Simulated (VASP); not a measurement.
Wanted: the native input for a VASP 6.6.1 run.

```
Task                   : single point
Functional             : r2SCAN
Potentials or basis    : VASP PAW PBE potentials, release 64 (Al, N)
Cutoff                 : 520 eV
k mesh                 : 12 × 12 × 4
Occupations            : gaussian, width 0.01 eV
Spin                   : no spin polarisation
Dipole correction      : no
Further INCAR settings : ALGO = Normal; EDIFF = 1e-07; NBANDS = 16
```

The system is AlN.

```
Al N
1.0
     3.09211    0.00000    0.00000
    -1.54605    2.67784    0.00000
     0.00000    0.00000    4.94757
Al N
2 2
Direct
  0.33333 0.66667 0.00000
  0.66667 0.33333 0.50000
  0.33333 0.66667 0.38000
  0.66667 0.33333 0.88000
```

These files were run (other wordings do the same):

POSCAR

```
AlN
1.0
    3.0921067530      0.0000000000      0.0000000000
   -1.5460533765      2.6778429179      0.0000000000
    0.0000000000      0.0000000000      4.9475694625
Al N
2 2
Direct
    0.3333333333      0.6666666667      0.0000000000
    0.6666666667      0.3333333333      0.5000000000
    0.3333333333      0.6666666667      0.3800000000
    0.6666666667      0.3333333333      0.8800000000
```

INCAR.step1

```
SYSTEM = AlN
PREC = Accurate
ENCUT = 520
ISMEAR = 0
SIGMA = 0.01
LREAL = .False.
LASPH = .True.
NELM = 80
NBANDS = 16
GGA = PE
ALGO = Normal
EDIFF = 1E-4
LWAVE = .True.
LCHARG = .False.
```

INCAR.step2

```
SYSTEM = AlN
PREC = Accurate
ENCUT = 520
EDIFF = 1E-7
ISMEAR = 0
SIGMA = 0.01
LREAL = .False.
LASPH = .True.
NELM = 80
ALGO = Normal
ISIF = 2
LWAVE = .False.
LCHARG = .False.
METAGGA = R2SCAN
LMIXTAU = .True.
NBANDS = 16
ISTART = 1
```

KPOINTS

```
Automatic mesh
0
Gamma
  12 12 4
  0 0 0
```

Potentials or basis: VASP PAW PBE potentials, release 64 (Al, N).

Launch:

```bash
$ cat potpaw_PBE.64/Al/POTCAR potpaw_PBE.64/N/POTCAR > POTCAR
$ cp INCAR.step1 INCAR
$ mpirun -np 1 vasp_std > vasp.out
$ cp INCAR.step2 INCAR
$ mpirun -np 1 vasp_std > vasp.out
```

Results of the run:

```json
{
 "Pressure": "3.1 GPa",
 "Largest force": "0.142 eV/Å",
 "Band gap on the k mesh": "5.09 eV, direct"
}
```

Caveat: the PAW data sets were made with another functional, which shifts forces and pressure a little.

Wall time 82 s on 1 thread of Intel(R) Xeon(R) Platinum 8375C CPU @ 2.90GHz (Ice Lake), on a shared host, peak memory 0.18 GiB.
